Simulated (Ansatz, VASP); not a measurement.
**One calculation of Ru, two programs**

The input POSCAR:

```
Ru
1.0
    0.0000000000      1.9033641158      1.9033641158
    1.9033641158      0.0000000000      1.9033641158
    1.9033641158      1.9033641158      0.0000000000
Ru
1
Direct
    0.0000000000      0.0000000000      0.0000000000
```

Contents of INCAR.step1:

```
  ALGO = Normal
  EDIFF = 1E-4
  ENCUT = 520
  GGA = PE
  ISMEAR = 0
  LASPH = T
  LCHARG = F
  LREAL = F
  LWAVE = T
  NBANDS = 13
  NELM = 80
  PREC = Accurate
  SIGMA = 0.05
```

File INCAR.step2:

```
  ALGO = Normal
  EDIFF = 1E-6
  ENCUT = 520
  ISIF = 2
  ISMEAR = 0
  ISTART = 1
  LASPH = T
  LCHARG = F
  LMIXTAU = T
  LREAL = F
  LWAVE = F
  METAGGA = R2SCAN
  NBANDS = 13
  NELM = 80
  PREC = Accurate
  SIGMA = 0.05
```

The input KPOINTS:

```
k-points
0
Gamma
  18 18 18
```

Input for Ansatz:

```yaml
crystal:
  lattice:
    - [0.0, 1.9033641158, 1.9033641158]
    - [1.9033641158, 0.0, 1.9033641158]
    - [1.9033641158, 1.9033641158, 0.0]
  atoms:
    - { symbol: Ru, position: [0.0, 0.0, 0.0] }
basis:
  ecutwfc: 600
  ecutrho_ratio: 5
kpoints:
  mp_grid: { grid: [18, 18, 18] }
hamiltonian:
  xc: r2scan
scf:
  occupations: { method: gaussian, width: 0.05 }
output:
  forces: true
  stress: true
  eigenvalues: true
```

Alike in both runs: task single point; functional r2SCAN; k mesh 18 × 18 × 18; occupations gaussian, width 0.05 eV; no spin polarisation.

|  | VASP | Ansatz |
| --- | --- | --- |
| version | VASP 6.6.1 | Ansatz 0.2.0 |
| potentials or method | VASP PAW PBE potentials, release 64 (Ru_pv), cutoff 520 eV | scalar-relativistic, plane waves, PAW |
| valence electrons in the cell | 14 | 16 |

```tsv
	VASP	Ansatz	Ansatz less VASP
gap on the k mesh at the Fermi level (eV)	none	none	-
pressure (GPa)	-4.3	-5.6	-1.32
```

VASP's potentials were made for PBE, not for r2SCAN. A gap of «none» marks a metal or a gap that the smearing closes. VASP's potentials hold 14 valence electrons a cell and Ansatz's 16, so a difference there can come from the potentials and not from the codes.
